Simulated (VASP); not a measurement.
Set up this calculation in VASP 6.6.1, as the native input.

- Task: single point
- Functional: PBE
- Potentials or basis: VASP PAW PBE potentials, release 64 (Ba_sv, Ti_sv, O)
- Cutoff: 520 eV
- k mesh: 8 × 8 × 8
- Occupations: fermi-dirac, width 0.05 eV
- Spin: no spin polarisation
- Dipole correction: no
- Further INCAR settings: ALGO = Normal; EDIFF = 1e-07; NBANDS = 28

The structure of BaTiO3 lies in POSCAR:

```
BaTiO3
1.0
    4.0622394458      0.0000000000      0.0000000000
    0.0000000000      2.8926925578      2.9016141701
    0.0000000000     -2.8926925578      2.9016141701
Ba Ti O
1 1 3
Direct
    0.0000000000      0.0000000000      0.0000000000
    0.5000000000      0.5079000000      0.5079000000
    0.0000000000      0.4921000000      0.4921000000
    0.5000000000      0.5025100000      0.9937100000
    0.5000000000      0.9937100000      0.5025100000
```

The input as run:

INCAR

```
ALGO = Normal ; EDIFF = 1E-7
ENCUT = 520 ; GGA = PE
ISIF = 2 ; ISMEAR = -1
LASPH = T ; LCHARG = F
LREAL = F ; LWAVE = F
NBANDS = 28 ; NELM = 60
PREC = Accurate ; SIGMA = 0.05
```

KPOINTS

```
k-points
0
Gamma
  8 8 8
```

Potentials or basis: VASP PAW PBE potentials, release 64 (Ba_sv, Ti_sv, O).

Run with:

```sh
$ cat potpaw_PBE.64/Ba_sv/POTCAR potpaw_PBE.64/Ti_sv/POTCAR potpaw_PBE.64/O/POTCAR > POTCAR
$ mpirun -np 1 vasp_std > vasp.out
```

Results of the run:

| Item | Value |
| --- | --- |
| Pressure | -5.4 GPa |
| Largest force | 0.367 eV/Å |
| Band gap on the k mesh | 1.67 eV (least direct gap 1.90 eV) |

Caveat: the cell stands under tension; spin-orbit coupling is left out, which moves the levels of the heavy elements.

Run time: 6.1 min on 1 thread of Intel Xeon 8259CL (shared host), peak memory 0.32 GiB.
